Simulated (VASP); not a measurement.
Input of a VASP 6.6.1 run:

INCAR

```
SYSTEM = Ge
  PREC = Accurate
  ENCUT = 520
  EDIFF = 1E-6
  ISMEAR = 0
  SIGMA = 0.15
  LREAL = .False.
  LASPH = .True.
  NELM = 80
  ALGO = Normal
  ISIF = 2
  LWAVE = .False.
  LCHARG = .True.
  GGA = PS
  LELF = .True.
  LVHAR = .True.
  NBANDS = 13
```

KPOINTS

```
Automatic mesh
0
Gamma
  20 20 18
  0 0 0
```

The input POSCAR:

```
Ge
1.0
    1.3272915500     -2.4704902000      0.0000000000
    1.3272915500      2.4704902000      0.0000000000
    0.0000000000      0.0000000000      2.7656867750
Ge
1
Direct
    0.5000000000      0.5000000000      0.0000000000
```

Potentials or basis: VASP PAW PBE potentials, release 64 (Ge_d).

Launch:

```console
$ cat potpaw_PBE.64/Ge_d/POTCAR > POTCAR
$ mpirun -np 1 vasp_std > vasp.out
```

Problem. Estimate the pressure.

Solution. 2.2 GPa.

Problem. What does it give for the band gap on the k mesh?

Solution. Zero (bands 7 and 8 overlap by 8.74 eV).

Stress tensor (GPa, compression positive):
```
 8.68  0.00  0.00
 0.00  4.83  0.00
 0.00  0.00 -6.97
```

Caveat: the cell differs from its parent crystal (strain -0.050 along x and y, +0.025 along z); the PAW data sets were made with another functional, which shifts forces and pressure a little.
